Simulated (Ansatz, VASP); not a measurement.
AlFe in VASP and in Ansatz

The input INCAR:

```
PREC     = Accurate       # precision mode
ENCUT    = 600            # plane-wave cutoff, eV
EDIFF    = 1E-6           # SCF threshold, eV
ISMEAR   = -1             # smearing method
SIGMA    = 0.05           # smearing width, eV
LREAL    = F              # projectors in reciprocal space
LASPH    = T              # aspherical terms in the spheres
NELM     = 150            # most SCF steps
ALGO     = Normal         # electronic algorithm
ISIF     = 3              # what is computed and relaxed
LWAVE    = F              # write WAVECAR
LCHARG   = F              # write CHGCAR
ISPIN    = 2              # spin polarisation
MAGMOM   = 3 0            # initial moments
LORBIT   = 11             # projections on sites
LMAXMIX  = 4              # l up to which the mixer works
GGA      = B5             # functional
ALDAX    = 1.0          
AGGAX    = 1.0          
AGGAC    = 1.0          
ALDAC    = 0.0          
IVDW     = 13             # dispersion correction
VDW_S6   = 1.0          
VDW_S8   = 2.34076671   
VDW_A1   = 0.44488865   
VDW_A2   = 4.0933009    
IBRION   = 2              # ionic algorithm
NSW      = 60             # ionic steps
EDIFFG   = -0.01          # ionic threshold
```

KPOINTS

```
regular mesh
0
Gamma
  9 9 9
```

Contents of POSCAR:

```
AlFe
1.0
    2.9100000000      0.0000000000      0.0000000000
    0.0000000000      2.9100000000      0.0000000000
    0.0000000000      0.0000000000      2.9100000000
Fe Al
1 1
Direct
    0.5000000000      0.5000000000      0.5000000000
    0.0000000000      0.0000000000      0.0000000000
```

The input input.yaml:

```yaml
crystal:
  lattice:
    - [2.91, 0.0, 0.0]
    - [0.0, 2.91, 0.0]
    - [0.0, 0.0, 2.91]
  atoms:
    - { symbol: Fe, position: [0.5, 0.5, 0.5], spin: 3.0 }
    - { symbol: Al, position: [0.0, 0.0, 0.0] }
hamiltonian:
  xc: blyp
  pseudopotentials: { kind: paw }
  dispersion: d4
magnetization:
  spin_polarized: true
kpoints:
  mp_grid: { grid: [9, 9, 9] }
scf:
  occupations: { method: fermi_dirac, width: 0.05 }
output:
  forces: true
  stress: true
relax:
  f_tol: 0.01
  max_steps: 40
  cell: { stress_tol: 0.05 }
```

Alike in both runs: task relaxation of cell and atoms; functional BLYP; dispersion D4; k mesh 9 × 9 × 9; occupations fermi-dirac, width 0.05 eV; collinear spin.

```csv
,VASP,Ansatz
version,VASP 6.6.1,Ansatz 0.2.0
potentials or method,"VASP PAW PBE potentials, release 64 (Fe, Al)",Ansatz PAW
plane-wave cutoff (eV),600,420
valence electrons in the cell,11,19
```

|  | VASP | Ansatz | Ansatz less VASP |
| --- | --- | --- | --- |
| net moment per atom (μB) | 0.26 | 0.27 | +0.004 |
| relaxed volume (Å³/atom) | 11.48 | 11.45 | -0.029 |
| relaxed length of the cell vector where the two differ most in proportion (Å) | 2.842 | 2.840 | -0.0024 |

VASP's potentials were made for PBE, not for BLYP. VASP's potentials hold 11 valence electrons a cell and Ansatz's 19, so a difference there can come from the potentials and not from the codes.

Noted on Ansatz's run: the plane-wave basis is chosen anew once the cell has moved, so the energies of steps on either side of that aren't comparable.
